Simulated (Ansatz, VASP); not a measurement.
**Two plane-wave programs on Hf2NO**

The input INCAR:

```
PREC = Accurate
ENCUT = 600
EDIFF = 1E-6
ISMEAR = 0
SIGMA = 0.1
LREAL = False
LASPH = True
NELM = 80
ALGO = Normal
ISIF = 3
LWAVE = False
LCHARG = False
GGA = PE
IBRION = 2
NSW = 100
EDIFFG = -0.01
```

KPOINTS

```
Automatic mesh
0
Gamma
  14 14 10
```

File POSCAR:

```
Hf2NO
1.0
    3.2307254569      0.0000000000      0.0000000000
    0.0000000000      3.2307254569      0.0000000000
    0.0000000000      0.0000000000      4.5494129854
Hf N O
2 1 1
Direct
    0.0000000000      0.0000000000      0.5000000000
    0.5000000000      0.5000000000      0.0000000000
    0.0000000000      0.0000000000      0.0000000000
    0.5000000000      0.5000000000      0.5000000000
```

Input for Ansatz:

```yaml
crystal:
  lattice:
    - [3.2307254569, 0.0, 0.0]
    - [0.0, 3.2307254569, 0.0]
    - [0.0, 0.0, 4.5494129854]
  atoms:
    - { symbol: Hf, position: [0.0, 0.0, 0.5] }
    - { symbol: Hf, position: [0.5, 0.5, 0.0] }
    - { symbol: "N", position: [0.0, 0.0, 0.0] }
    - { symbol: O, position: [0.5, 0.5, 0.5] }
basis:
  ecutwfc: 420
kpoints:
  mp_grid: { grid: [14, 14, 10] }
hamiltonian:
  xc: pbe
scf:
  occupations: { method: gaussian, width: 0.1 }
output:
  forces: true
  stress: true
  eigenvalues: true
  write_density: true
  write_potential: true
  elf: true
  volumetric_format: npy
relax:
  adjacent_minimum: "off"
  f_tol: 0.01
  max_steps: 80
  cell: { stress_tol: 0.05 }
```

Change from the starting cell: species swapped into the CaEuS2 type (P4/mmm, No. 123).

Alike in both runs: task relaxation of cell and atoms; functional PBE; k mesh 14 × 14 × 10; occupations gaussian, width 0.1 eV; no spin polarisation.

|  | VASP | Ansatz |
| --- | --- | --- |
| version | VASP 6.6.1 | Ansatz 0.2.0 |
| potentials or method | VASP PAW PBE potentials, release 64 (Hf_pv, N, O), cutoff 600 eV | scalar-relativistic, plane waves, PAW |
| valence electrons in the cell | 31 | 63 |

|  | VASP | Ansatz | Ansatz less VASP |
| --- | --- | --- | --- |
| gap on the k mesh at the Fermi level, each at its own relaxed structure (eV) | none | none | - |
| relaxed volume (Å³/atom) | 11.68 | 11.84 | +0.155 |
| relaxed cell length with the largest relative difference (Å) | 3.209 | 3.224 | +0.0152 |

A gap of «none» marks a metal or a gap that the smearing closes. VASP's potentials hold 31 valence electrons a cell and Ansatz's 63, so a difference there can come from the potentials and not from the codes.

Spin-orbit coupling is off throughout. Noted on VASP's run: too few bands were computed for a metal, which touches its energy and stress.
